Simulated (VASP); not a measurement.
SrO:

```
CELL_PARAMETERS angstrom
-0.04598 2.74630 2.74630
2.74630 -0.04598 2.74630
2.74630 2.74630 -0.04598
ATOMIC_POSITIONS crystal
Sr 0.99842 0.99842 0.99842
O 0.25158 0.25158 0.25158
```

This cell differs from its parent crystal: strain along [111] -2.5%.

Base run:

* Program: VASP 6.6.1
* Functional: PBE
* Potentials or basis: VASP PAW PBE potentials, release 64 (Sr_sv, O)
* Cutoff: 600 eV
* k mesh: 8 × 8 × 8
* Occupations: fermi-dirac, width 0.02 eV
* Spin: no spin polarisation

Its results: band gap on the k mesh 2.59 eV (least direct gap 3.44 eV); pressure 3.1 GPa; largest force 0.008 eV/Å.

Q: The run is repeated on the same cell with these changes: functional from PBE to r2SCAN; cutoff from 600 eV to 660 eV; occupations from fermi-dirac, width 0.02 eV to gaussian, width 0.01 eV. What comes out?

A: Band gap on the k mesh 2.97 eV (least direct gap 3.82 eV); pressure 2.1 GPa; largest force 0.011 eV/Å.

Caveats: the cell stands under pressure (at least some runs); the PAW data sets were made with another functional, which shifts forces and pressure a little (at least some runs).

A k mesh can miss the band edges.
